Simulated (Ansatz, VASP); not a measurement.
CsPbCl3: VASP beside Ansatz

The input POSCAR:

```
CsPbCl3
1.0
    4.1594336706      2.4014501494      3.3959571204
   -4.1594336706      2.4014501494      3.3959571204
    0.0000000000     -4.8029002988      3.3959571203
Cs Pb Cl
1 1 3
Direct
    0.5000000000      0.5000000000      0.5000000000
    0.0000000000      0.0000000000      0.0000000000
    0.5000000000      0.0000513870      0.9999486130
    0.0000513870      0.9999486130      0.5000000000
    0.9999486130      0.5000000000      0.0000513870
```

File INCAR.step1:

```
SYSTEM = CsPbCl3
PREC = Accurate
ENCUT = 520
ISMEAR = 0
SIGMA = 0.01
LREAL = .False.
LASPH = .True.
NELM = 60
NBANDS = 30
GGA = PE
ALGO = Normal
EDIFF = 1E-4
LWAVE = .True.
LCHARG = .False.
```

INCAR.step2

```
SYSTEM = CsPbCl3
PREC = Accurate
ENCUT = 520
EDIFF = 1E-6
ISMEAR = 0
SIGMA = 0.01
LREAL = .False.
LASPH = .True.
NELM = 60
ALGO = Normal
ISIF = 2
LWAVE = .False.
LCHARG = .False.
METAGGA = R2SCAN
LMIXTAU = .True.
NBANDS = 30
ISTART = 1
```

Contents of KPOINTS:

```
regular mesh
0
Gamma
  4 4 4
  0 0 0
```

Input for Ansatz:

```yaml
crystal:
  lattice:
    - [4.1594336706, 2.4014501494, 3.3959571204]
    - [-4.1594336706, 2.4014501494, 3.3959571204]
    - [0.0, -4.8029002988, 3.3959571203]
  atoms:
    - { symbol: Cs, position: [0.5, 0.5, 0.5] }
    - { symbol: Pb, position: [0.0, 0.0, 0.0] }
    - { symbol: Cl, position: [0.5, 5.1387e-05, 0.999948613] }
    - { symbol: Cl, position: [5.1387e-05, 0.999948613, 0.5] }
    - { symbol: Cl, position: [0.999948613, 0.5, 5.1387e-05] }
kpoints:
  mp_grid: { grid: [4, 4, 4] }
  band_path:
    path:
      - [0.0, 0.0, 0.0]
      - [2.02445e-05, 0.0, -0.4999999996]
      - [4.04881e-05, -0.5, -0.4999797559]
      - [0.5000404873, -0.5, -0.4999797559]
    npoints: 1
hamiltonian:
  xc: r2scan
scf:
  occupations: { method: fixed }
  n_extra_bands: 5
output:
  forces: true
  stress: true
  eigenvalues: true
```

Change from the starting cell: hydrostatic strain +3.6%.

Alike in both runs: task single point; functional r2SCAN; k mesh 4 × 4 × 4; no spin polarisation.

```csv
,VASP,Ansatz
version,VASP 6.6.1,Ansatz 0.2.0
potentials or method,"VASP PAW PBE potentials, release 64 (Cs_sv, Pb_d, Cl)","plane waves, PAW"
plane-wave cutoff (eV),520,500
occupations,"gaussian, width 0.01 eV",fixed
valence electrons in the cell,44,44
```

```tsv
	VASP	Ansatz	Ansatz less VASP
gap on the k mesh at the Fermi level (eV)	2.85	2.84	-0.011
pressure (GPa)	-2.1	-2.1	+0.04
```

VASP's potentials were made for PBE, not for r2SCAN.

Spin-orbit coupling is off throughout.
